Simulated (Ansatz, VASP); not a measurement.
**One calculation of SnSe, two programs**

```
Sn Se
1.0
     0.00000    3.01000    3.13040
     3.01000    0.00000    3.13040
     3.01000    3.01000    0.00000
Sn Se
1 1
Cartesian
  0.0000 0.0000 0.0000
  3.0100 3.0100 3.1304
```

Change from the starting cell: strain +0.0400 x Voigt [0, 0, 1, 0, 0, 0], atoms carried along.

Alike in both runs: task single point; functional r2SCAN; k mesh 10 × 10 × 10; occupations gaussian, width 0.05 eV; no spin polarisation.

```csv
,VASP,Ansatz
version,VASP 6.6.1,Ansatz 0.2.0
potentials or method,"VASP PAW PBE potentials, release 64 (Sn_d, Se), cutoff 520 eV","scalar-relativistic, plane waves, PAW"
valence electrons in the cell,20,30
```

VASP gave:

```
gap on the k mesh at the Fermi level (eV)                     : 0.32
least direct gap on the mesh (eV)                             : 0.32
pressure (GPa)                                                : -1.8
traceless stress, the component that is largest in VASP (GPa) : -2.47
```

**Question.** Estimate Ansatz's values.

**Answer.** gap on the k mesh at the Fermi level (eV): 0.32; least direct gap on the mesh (eV): 0.32; pressure (GPa): -1.7; traceless stress, the component that is largest in VASP (GPa): -2.46.

VASP's potentials were made for PBE, not for r2SCAN. VASP's potentials hold 20 valence electrons a cell and Ansatz's 30, so a difference there can come from the potentials and not from the codes.
